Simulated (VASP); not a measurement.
# GaAs (Pm-3m) in VASP: further runs

Runs on GaAs. Level: PBE. Tasks: single point.

Program: VASP 6.6.1. These are calculated values, not measurements. Logs are shortened: lines on timing, memory, paths and dates and some standing lists are left out, and cuts for length are marked.

### Step 1. The cell of the first run

The structure is cubic, space group Pm-3m (No. 221). Conventional cell: a = 3.329 Å, b = 3.329 Å, c = 3.329 Å, α = 90.00°, β = 90.00°, γ = 90.00°. Within 3.8 Å of Ga (site symmetry m-3m) lie 8 As at 2.88 Å and 6 Ga at 3.33 Å. Within 3.8 Å of As (site symmetry m-3m) lie 8 Ga at 2.88 Å and 6 As at 3.33 Å.

### Step 2. Single point, PBE

INCAR reads:

```
PREC = Accurate
ENCUT = 500
EDIFF = 1E-6
ISMEAR = -1
SIGMA = 0.02
LREAL = False
LASPH = True
NELM = 120
ALGO = Normal
ISIF = 2
LWAVE = False
LCHARG = True
GGA = PE
LELF = True
LVHAR = True
NBANDS = 16
GGA_COMPAT = False
```

KPOINTS reads:

```
regular mesh
0
Gamma
  6 6 6
```

POSCAR reads:

```
GaAs
1.0
    3.3286687154      0.0000000000      0.0000000000
    0.0000000000      3.3286687154      0.0000000000
    0.0000000000      0.0000000000      3.3286687154
Ga As
1 1
Direct
    0.0000000000      0.0000000000      0.0000000000
    0.5000000000      0.5000000000      0.5000000000
```

Potentials or basis: VASP PAW PBE potentials, release 64 (Ga_d, As).

Launch:

```console
$ cat potpaw_PBE.64/Ga_d/POTCAR potpaw_PBE.64/As/POTCAR > POTCAR
$ mpirun -np 1 vasp_std > vasp.out
```

OUTCAR:

```text
PREC = Accurate
   ENCUT = 500
   EDIFF = 1E-6
   ISMEAR = -1
   LREAL = False
   LASPH = True
   NELM = 120
   ISIF = 2
   GGA = PE

 ion  position               nearest neighbor table
   1  0.000  0.000  0.000-   2 2.88   2 2.88   2 2.88   2 2.88   2 2.88   2 2.88   2 2.88   2 2.88

   2  0.500  0.500  0.500-   1 2.88   1 2.88   1 2.88   1 2.88   1 2.88   1 2.88   1 2.88   1 2.88

  LATTYP: Found a simple cubic cell.
 ALAT       =     3.3286687154

  Lattice vectors:

 A1 = (   3.3286687154,   0.0000000000,   0.0000000000)
 A2 = (   0.0000000000,   3.3286687154,   0.0000000000)
 A3 = (   0.0000000000,   0.0000000000,   3.3286687154)

Analysis of symmetry for initial positions (statically):
=====================================================================
 Subroutine PRICEL returns:
 Original cell was already a primitive cell.

 Routine SETGRP: Setting up the symmetry group for a
 simple cubic supercell.

 Subroutine GETGRP returns: Found 48 space group operations
 (whereof 48 operations were pure point group operations)
 out of a pool of 48 trial point group operations.

The static configuration has the point symmetry O_h .

Analysis of symmetry for dynamics (positions and initial velocities):
=====================================================================
 Subroutine PRICEL returns:
 Original cell was already a primitive cell.

 Routine SETGRP: Setting up the symmetry group for a
 simple cubic supercell.

 Subroutine GETGRP returns: Found 48 space group operations
 (whereof 48 operations were pure point group operations)
 out of a pool of 48 trial point group operations.

The dynamic configuration has the point symmetry O_h .

 Subroutine INISYM returns: Found 48 space group operations
 (whereof 48 operations are pure point group operations),
 and found     1 'primitive' translations

----------------------------------------------------------------------------------------

                                     Primitive cell

  volume of cell :      36.8818

  direct lattice vectors                    reciprocal lattice vectors
     3.328668715  0.000000000  0.000000000     0.300420404  0.000000000  0.000000000
     0.000000000  3.328668715  0.000000000     0.000000000  0.300420404  0.000000000
     0.000000000  0.000000000  3.328668715     0.000000000  0.000000000  0.300420404

  length of vectors
     3.328668715  3.328668715  3.328668715     0.300420404  0.300420404  0.300420404

  position of ions in fractional coordinates (direct lattice)
     0.000000000  0.000000000  0.000000000
     0.500000000  0.500000000  0.500000000

  ion indices of the primitive-cell ions
   primitive index   ion index
                 1           1
                 2           2

----------------------------------------------------------------------------------------

 KPOINTS: regular mesh

Automatic generation of k-mesh.
 Grid dimensions read from file:
 generate k-points for:    6    6    6

 Generating k-lattice:

  Cartesian coordinates                     Fractional coordinates (reciprocal lattice)
     0.050070067  0.000000000  0.000000000     0.166666667  0.000000000  0.000000000
     0.000000000  0.050070067  0.000000000     0.000000000  0.166666667  0.000000000
     0.000000000  0.000000000  0.050070067     0.000000000  0.000000000  0.166666667

  Length of vectors
     0.050070067  0.050070067  0.050070067

  Shift w.r.t. Gamma in fractional coordinates (k-lattice)
     0.000000000  0.000000000  0.000000000

 Subroutine IBZKPT returns following result:
 ===========================================

 Found     20 irreducible k-points:

 Following reciprocal coordinates:
            Coordinates               Weight
  0.000000  0.000000  0.000000      1.000000
  0.166667  0.000000  0.000000      6.000000
  0.333333  0.000000  0.000000      6.000000
  0.500000  0.000000  0.000000      3.000000
  0.166667  0.166667  0.000000     12.000000
  0.333333  0.166667  0.000000     24.000000
[... 12 lines left out ...]
  0.500000  0.500000  0.333333      6.000000
  0.500000  0.500000  0.500000      1.000000
   k-points           NKPTS =     20   k-points in BZ     NKDIM =     20   number of bands    NBANDS=     16
   number of dos      NEDOS =    301   number of ions     NIONS =      2
   total plane-waves  NPLWV =  13824
   dimension x,y,z NGX =    24 NGY =   24 NGZ =   24
   dimension x,y,z NGXF=    48 NGYF=   48 NGZF=   48
   ions per type =               1   1
   NGX,Y,Z   is equivalent  to a cutoff of  11.99, 11.99, 11.99 a.u.
   NGXF,Y,Z  is equivalent  to a cutoff of  23.97, 23.97, 23.97 a.u.
 SYSTEM =  unknown system
   PREC   = accura    normal or accurate (medium, high low for compatibility)
   ISTART =      0    job   : 0-new  1-cont  2-samecut
   ICHARG =      2    charge: 1-file 2-atom 10-const
   ISPIN  =      1    spin polarized calculation?
   LNONCOLLINEAR =      F non collinear calculations
   LSORBIT =      F    spin-orbit coupling
   LASPH  =      T    aspherical Exc in radial PAW
   ENCUT  =  500.0 eV  36.75 Ry    6.06 a.u.   6.07  6.07  6.07*2*pi/ulx,y,z
   NELM   =    120;   NELMIN=  2; NELMDL= -5     # of ELM steps
   EDIFF  = 0.1E-05   stopping-criterion for ELM
   LREAL  =      F    real-space projection
   EDIFFG = 0.1E-04   stopping-criterion for IOM
   NSW    =      0    number of steps for IOM
   IBRION =     -1    ionic relax: 0-MD 1-quasi-New 2-CG
   NFREE  =      0    steps in history (QN), initial steepest desc. (CG)
   ISIF   =      2    stress and relaxation
   ISYM   =      2    0-nonsym 1-usesym 2-fastsym
   POTIM  = 0.5000    time-step for ionic-motion
   TEBEG  =    0.0;   TEEND  =   0.0 temperature during run
   PSTRESS=    0.0 pullay stress
   NELECT =      18.0000    total number of electrons
   NUPDOWN=      -1.0000    fix difference up-down
   EMIN   =  10.00;   EMAX   =-10.00  energy-range for DOS
   EFERMI =   0.00;   METHOD = LEGACY
   ISMEAR =    -1;   SIGMA  =   0.02  broadening in eV -4-tet -1-fermi 0-gaus
   EFERMI_NEDOS =   21; number of points for ismear=-14 and -15
   IALGO  =     38    algorithm
   IMIX   =      4    mixing-type and parameters
     AMIX     =   0.40;   BMIX     =  1.00
     AMIX_MAG =   1.60;   BMIX_MAG =  1.00
  volume/ion in A,a.u.               =      18.44       124.45
  Fermi-wavevector in a.u.,A,eV,Ry     =   1.288927  2.435719 22.603816  1.661334
  Thomas-Fermi vector in A             =   2.420851
   LORBIT       =      0    0 simple, 1 ext, 2 COOP (PROOUT), +10 PAW based schemes
   GGA     = PE    functional components
   LHFCALC =     F    Hartree Fock is set to
   AEXX    =    0.0000 exact exchange contribution
   IVDW    =     0    specifies the selected vdW correction
   LEPSILON=     F    determine dielectric tensor
   LRPA    =     F    only Hartree local field effects (RPA)
 non-spin polarized calculation
  energy-cutoff  :      500.00
  volume of cell :       36.88
 maximum number of plane-waves:       968
   NGX = 13   NGY = 13   NGZ = 13

 number of electron      17.9999980 magnetization

 Free energy of the ion-electron system (eV)
  ---------------------------------------------------
  ext. energy  EPLUGINS =         0.00000000
  ---------------------------------------------------
  free energy    TOTEN  =        -7.19512122 eV

  energy without entropy =       -7.19226271  energy(sigma->0) =       -7.19369196

 E-fermi :   6.1812     XC(G=0): -11.0179

 val. band max:        6.1639091879   @ k =   0.1667   0.1667   0.0000
 cond. band min:       6.2238140454   @ k =   0.5000   0.3333   0.1667
 fundamental gap:      0.0599048575
 Fermi energy:         6.1812310069

 k-point     1 :       0.0000    0.0000    0.0000
  band No.  band energies     occupation
      1      -8.6845      2.00000
      2      -8.6845      2.00000
      3      -8.5796      2.00000
      4      -8.5796      2.00000
      5      -8.5796      2.00000
      6      -7.5187      2.00000
[... 8 lines left out ...]
     15      16.1267      0.00000
     16      21.1922      0.00000

 k-point     2 :       0.1667    0.0000    0.0000
  band No.  band energies     occupation
      1      -8.6821      2.00000
      2      -8.6629      2.00000
      3      -8.5909      2.00000
      4      -8.5909      2.00000
      5      -8.5788      2.00000
      6      -7.1888      2.00000
[... 8 lines left out ...]
     15      14.8603      0.00000
     16      19.8559      0.00000

 k-point     3 :       0.3333    0.0000    0.0000
  band No.  band energies     occupation
      1      -8.6773      2.00000
      2      -8.6216      2.00000
      3      -8.6132      2.00000
      4      -8.6132      2.00000
      5      -8.5770      2.00000
      6      -6.2788      2.00000
[... 8 lines left out ...]
     15      16.7376      0.00000
     16      18.3612      0.00000

 k-point     4 :       0.5000    0.0000    0.0000
  band No.  band energies     occupation
      1      -8.6749      2.00000
      2      -8.6242      2.00000
      3      -8.6242      2.00000
      4      -8.6015      2.00000
      5      -8.5761      2.00000
      6      -5.4970      2.00000
[... 8 lines left out ...]
     15      14.9441      0.00000
     16      22.8022      0.00000
[... 248 lines left out ...]
 k-point    18 :       0.5000    0.3333    0.3333
  band No.  band energies     occupation
      1      -8.6977      2.00000
      2      -8.6702      2.00000
      3      -8.6526      2.00000
      4      -8.5647      2.00000
      5      -8.5400      2.00000
      6      -3.4238      2.00000
[... 8 lines left out ...]
     15      21.5451      0.00000
     16      22.0990      0.00000

 k-point    19 :       0.5000    0.5000    0.3333
  band No.  band energies     occupation
      1      -8.7055      2.00000
      2      -8.6684      2.00000
      3      -8.6684      2.00000
      4      -8.5518      2.00000
      5      -8.5253      2.00000
      6      -2.9920      2.00000
[... 8 lines left out ...]
     15      23.7564      0.00000
     16      23.7564      0.00000

 k-point    20 :       0.5000    0.5000    0.5000
  band No.  band energies     occupation
      1      -8.6867      2.00000
      2      -8.6867      2.00000
      3      -8.6867      2.00000
      4      -8.5248      2.00000
      5      -8.5248      2.00000
      6      -2.6637      2.00000
[... 8 lines left out ...]
     15      26.2737      0.00000
     16      26.2737      0.00000

------------------------ aborting loop because EDIFF is reached ----------------------------------------

  FORCE on cell =-STRESS in cart. coord.  units (eV):
  Direction    XX          YY          ZZ          XY          YZ          ZX
  --------------------------------------------------------------------------------------
  -------------------------------------------------------------------------------------
  Total        0.6276296      0.6276296      0.6276296      0.0000000      0.0000000     -0.0000000
  in kB       27.2647991     27.2647991     27.2647991      0.0000000      0.0000000     -0.0000000
  external PRESSURE =      27.2647991 kB  Pullay stress =       0.0000000 kB

 VOLUME and BASIS-vectors are now :
 -----------------------------------------------------------------------------
  energy-cutoff  :      500.00
  volume of cell :       36.88
      direct lattice vectors                 reciprocal lattice vectors
     3.328668715  0.000000000  0.000000000     0.300420404  0.000000000  0.000000000
     0.000000000  3.328668715  0.000000000     0.000000000  0.300420404  0.000000000
     0.000000000  0.000000000  3.328668715     0.000000000  0.000000000  0.300420404

 POSITION                                       TOTAL-FORCE (eV/Angst)
 -----------------------------------------------------------------------------------
      0.00000      0.00000      0.00000         0.000000      0.000000      0.000000
      1.66433      1.66433      1.66433         0.000000      0.000000      0.000000
 -----------------------------------------------------------------------------------
    total drift:                                0.000000      0.000000      0.000000

  FREE ENERGIE OF THE ION-ELECTRON SYSTEM (eV)
  ---------------------------------------------------
  free  energy   TOTEN  =        -7.1951212192 eV

  energy  without entropy=       -7.1922627061  energy(sigma->0) =       -7.19369196
```

Wall time 4.7 s (1 thread of Intel Xeon Platinum 8375C at 2.90GHz (Ice Lake), shared host); peak memory 0.14 GiB.

Results:

| Quantity | Value |
| --- | --- |
| Free energy | -7.1951 eV |
| Pressure | 2.7 GPa |
| Band gap on the k mesh | zero (band 9 reaches 7.54 eV, above the bottom of band 10 at 3.96 eV) |

Levels at points of the mesh, in eV from the Fermi level:
```tsv
k point	band 5	band 6	band 7	band 8	band 9	band 10	band 11	band 12	band 13	band 14
(0.00, 0.00, 0.00)	-14.76	-13.70	-2.08	-0.70	-0.70	-0.70	4.74	4.74	9.95	9.95
(0.50, 0.00, 0.00)	-14.76	-11.68	-8.46	1.36	1.36	2.77	3.37	4.76	4.76	7.11
(0.50, 0.50, 0.00)	-14.71	-9.88	-5.36	-5.36	-4.80	2.30	7.12	7.16	7.16	8.68
(0.50, 0.50, 0.50)	-14.71	-8.84	-2.72	-2.72	-2.72	-2.22	-0.56	-0.56	-0.56	20.09
```

### Step 3. Single point, PBE

INCAR reads:

```
SYSTEM = GaAs
ALGO = Normal ; EDIFF = 1E-6
ENCUT = 500 ; GGA = PE
GGA_COMPAT = .FALSE. ; ISIF = 2
ISMEAR = -1 ; LASPH = .TRUE.
LCHARG = .FALSE. ; LREAL = .FALSE.
LWAVE = .FALSE. ; NBANDS = 16
NELM = 120 ; PREC = Accurate
SIGMA = 0.02
```

KPOINTS reads:

```
k-points
0
G
  6 6 6
  0 0 0
```

POSCAR is that of step 2.

Potentials or basis: VASP PAW PBE potentials, release 64 (Ga_d, As).

Launch:

```console
$ cat potpaw_PBE.64/Ga_d/POTCAR potpaw_PBE.64/As/POTCAR > POTCAR
$ mpirun -np 1 vasp_std > vasp.out
```

It took 4.4 s on 1 thread of Intel Xeon Platinum 8375C at 2.90GHz (Ice Lake), shared host; peak memory 0.14 GiB.

The run converged. Its results:

```
Free energy            : -7.1951 eV
Pressure               : 2.7 GPa
Band gap on the k mesh : zero (band 9 reaches 7.54 eV, above the bottom of band 10 at 3.96 eV)
```

Levels at points of the mesh, in eV from the Fermi level:
```tsv
k point	band 7	band 8	band 9	band 10	band 11	band 12
(0.00, 0.00, 0.00)	-2.08	-0.70	-0.70	-0.70	4.74	4.74
(0.50, 0.00, 0.00)	-8.46	1.36	1.36	2.77	3.37	4.76
(0.50, 0.50, 0.00)	-5.36	-5.36	-4.80	2.30	7.12	7.16
(0.50, 0.50, 0.50)	-2.72	-2.72	-2.72	-2.22	-0.56	-0.56
```

(Part 1 of 2 ends here.)
